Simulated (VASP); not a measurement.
A run of VASP 6.6.1 is set up as follows.

The input INCAR:

```
SYSTEM = Ti3Al
PREC     = Accurate       ! precision mode
ENCUT    = 600            ! plane-wave cutoff, eV
EDIFF    = 1E-6           ! SCF threshold, eV
ISMEAR   = -1             ! smearing method
SIGMA    = 0.05           ! smearing width, eV
LREAL    = .FALSE.        ! projectors in reciprocal space
LASPH    = .TRUE.         ! aspherical terms in the spheres
NELM     = 60             ! most SCF steps
ALGO     = Normal         ! electronic algorithm
ISIF     = 3              ! what is computed and relaxed
LWAVE    = .FALSE.        ! write WAVECAR
LCHARG   = .FALSE.        ! write CHGCAR
GGA      = PS             ! functional
IBRION   = 2              ! ionic algorithm
NSW      = 60             ! ionic steps
EDIFFG   = -0.01          ! ionic threshold
```

KPOINTS

```
regular mesh
0
G
  10 10 3
  0 0 0
```

POSCAR

```
Ti3Al
1.0
    2.9275422229      0.0000000000      0.0000000000
   -1.4637711114      2.5353259357      0.0000000000
    0.0000000000      0.0000000000      9.2263620000
Ti Al
3 1
Direct
    0.3333333333      0.6666666667      0.2494060000
    0.3333333333      0.6666666667      0.7505940000
    0.6666666667      0.3333333333      0.0000000000
    0.6666666667      0.3333333333      0.5000000000
```

Potentials or basis: VASP PAW PBE potentials, release 64 (Ti_sv, Al).

Launch:

```sh
$ cat potpaw_PBE.64/Ti_sv/POTCAR potpaw_PBE.64/Al/POTCAR > POTCAR
$ mpirun -np 1 vasp_std > vasp.out
```

(1) Predict the relaxed volume.

(2) What does it give for the band gap on the k mesh?

(3) Estimate the space group after relaxing (to 0.1 Å).

(4) Estimate the relaxed cell.

Results:

(1) 16.56 Å³/atom.

(2) zero (an odd number of electrons rules out a gap without spin polarisation).

(3) P-6m2 (No. 187).

(4) a = 2.892 Å, b = 2.892 Å, c = 9.145 Å, α = 90.00°, β = 90.00°, γ = 120.00°.

Caveat: the PAW data sets were made with another functional, which shifts forces and pressure a little.
